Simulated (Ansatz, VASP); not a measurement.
## One calculation of NaH, two programs

The input POSCAR:

```
NaH
1.0
    0.0000000000      2.4833691736      2.4341984639
    2.4833691736      0.0000000000      2.4341984639
    2.4833691736      2.4833691736      0.0000000000
Na H
1 1
Direct
    0.0000000000      0.0000000000      0.0000000000
    0.5000000000      0.5000000000      0.5000000000
```

The input INCAR.step1:

```
ALGO     = Normal         # electronic algorithm
EDIFF    = 1E-4           # SCF threshold, eV
ENCUT    = 520            # plane-wave cutoff, eV
GGA      = PE             # functional
ISMEAR   = -1             # smearing method
LASPH    = True           # aspherical terms in the spheres
LCHARG   = False          # write CHGCAR
LREAL    = False          # projectors in reciprocal space
LWAVE    = True           # write WAVECAR
NBANDS   = 11             # bands
NELM     = 60             # most SCF steps
PREC     = Accurate       # precision mode
SIGMA    = 0.2            # smearing width, eV
```

INCAR.step2

```
ALGO     = Normal         # electronic algorithm
EDIFF    = 1E-6           # SCF threshold, eV
ENCUT    = 520            # plane-wave cutoff, eV
ISIF     = 2              # what is computed and relaxed
ISMEAR   = -1             # smearing method
ISTART   = 1            
LASPH    = True           # aspherical terms in the spheres
LCHARG   = False          # write CHGCAR
LMIXTAU  = True         
LREAL    = False          # projectors in reciprocal space
LWAVE    = False          # write WAVECAR
METAGGA  = R2SCAN         # meta-GGA
NBANDS   = 11             # bands
NELM     = 60             # most SCF steps
PREC     = Accurate       # precision mode
SIGMA    = 0.2            # smearing width, eV
```

KPOINTS

```
k-points
0
Gamma
  10 10 10
```

Input for Ansatz:

```yaml
crystal:
  lattice:
    - [0.0, 2.4833691736, 2.4341984639]
    - [2.4833691736, 0.0, 2.4341984639]
    - [2.4833691736, 2.4833691736, 0.0]
  atoms:
    - { symbol: Na, position: [0.0, 0.0, 0.0] }
    - { symbol: H, position: [0.5, 0.5, 0.5] }
basis:
  ecutwfc: 520.0
kpoints:
  mp_grid: { grid: [10, 10, 10] }
hamiltonian:
  xc: r2scan
scf:
  occupations: { method: fermi_dirac, width: 0.2 }
output:
  forces: true
  stress: true
  eigenvalues: true
```

Alike in both runs: task single point; functional r2SCAN; k mesh 10 × 10 × 10; occupations fermi-dirac, width 0.2 eV; no spin polarisation.

|  | VASP | Ansatz |
| --- | --- | --- |
| version | VASP 6.6.1 | Ansatz 0.2.0 |
| potentials or method | VASP PAW PBE potentials, release 64 (Na_pv, H), cutoff 520 eV | scalar-relativistic, plane waves, PAW |
| valence electrons in the cell | 8 | 10 |

Ansatz gave:

- gap on the k mesh at the Fermi level (eV): 4.24
- least direct gap on the mesh (eV): 5.07
- pressure (GPa): -1.8
- traceless stress, the component that is largest in VASP (GPa): 0.34

Task: Estimate VASP's values.

Result: gap on the k mesh at the Fermi level (eV): 4.25; least direct gap on the mesh (eV): 5.06; pressure (GPa): -1.9; traceless stress, the component that is largest in VASP (GPa): 0.32.

VASP's potentials were made for PBE, not for r2SCAN. VASP's potentials hold 8 valence electrons a cell and Ansatz's 10, so a difference there can come from the potentials and not from the codes.
